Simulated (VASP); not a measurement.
Here is a VASP 6.6.1 calculation.

Contents of INCAR:

```
SYSTEM = GaSi16
PREC     = Accurate       ! precision mode
ENCUT    = 520            ! plane-wave cutoff, eV
EDIFF    = 1E-7           ! SCF threshold, eV
ISMEAR   = 0              ! smearing method
SIGMA    = 0.05           ! smearing width, eV
LREAL    = Auto         
LASPH    = .TRUE.         ! aspherical terms in the spheres
NELM     = 150            ! most SCF steps
ALGO     = Normal         ! electronic algorithm
ISIF     = 2              ! what is computed and relaxed
LWAVE    = .FALSE.        ! write WAVECAR
LCHARG   = .FALSE.        ! write CHGCAR
ISPIN    = 2              ! spin polarisation
MAGMOM   = 0 0 0 0 0 0 0 0 0 0 0 0 0 0 0 0 0 ! initial moments
LORBIT   = 11             ! projections on sites
GGA      = PS             ! functional
NBANDS   = 56             ! bands
```

KPOINTS

```
Automatic mesh
0
G
  2 2 2
  0 0 0
```

POSCAR

```
GaSi16
1.0
    0.0000000000      5.4300000000      5.4300000000
    5.4300000000      0.0000000000      5.4300000000
    5.4300000000      5.4300000000      0.0000000000
Si Ga
16 1
Direct
   -0.0176299263     -0.0173682320     -0.0174798343
    0.1071418048      0.1072872928      0.1070302026
    0.0063444751      0.0077315838      0.4761177716
    0.1251606814      0.1262094843      0.6113608656
    0.0064714549      0.4763101289      0.0079302026
    0.1253637201      0.6114637201      0.1264790055
    0.0153103131      0.4976591160      0.4980493554
    0.1608875691      0.6136258748      0.6143395028
    0.4764642726      0.0066974217      0.0068397790
    0.6110374770      0.1257582873      0.1258371087
    0.4968952118      0.0146968692      0.4976771639
    0.6127329650      0.1602615101      0.6142390424
    0.4972142726      0.4976299263      0.0146590239
    0.6133909761      0.6142406998      0.1598697974
    0.5216980663      0.5208711786      0.5205534991
    0.6456683241      0.6453882136      0.6454022099
    0.7854906077      0.7842471455      0.7836421731
```

Potentials or basis: VASP PAW PBE potentials, release 64 (Si, Ga_d).

Run with:

```sh
$ cat potpaw_PBE.64/Si/POTCAR potpaw_PBE.64/Ga_d/POTCAR > POTCAR
$ mpirun -np 1 vasp_std > vasp.out
```

Question: Estimate the largest force.

Answer: 0.732 eV/Å.

Question: Predict the pressure.

Answer: 3.5 GPa.

Question: What does it give for the net moment?

Answer: 0.00 μB per cell.

Stress tensor (GPa, compression positive):
```
 3.55 -0.83 -0.84
-0.83  3.50 -0.85
-0.84 -0.85  3.53
```

Caveat: the k points lie up to 0.50 Å⁻¹ apart; the PAW data sets were made with another functional, which shifts forces and pressure a little.
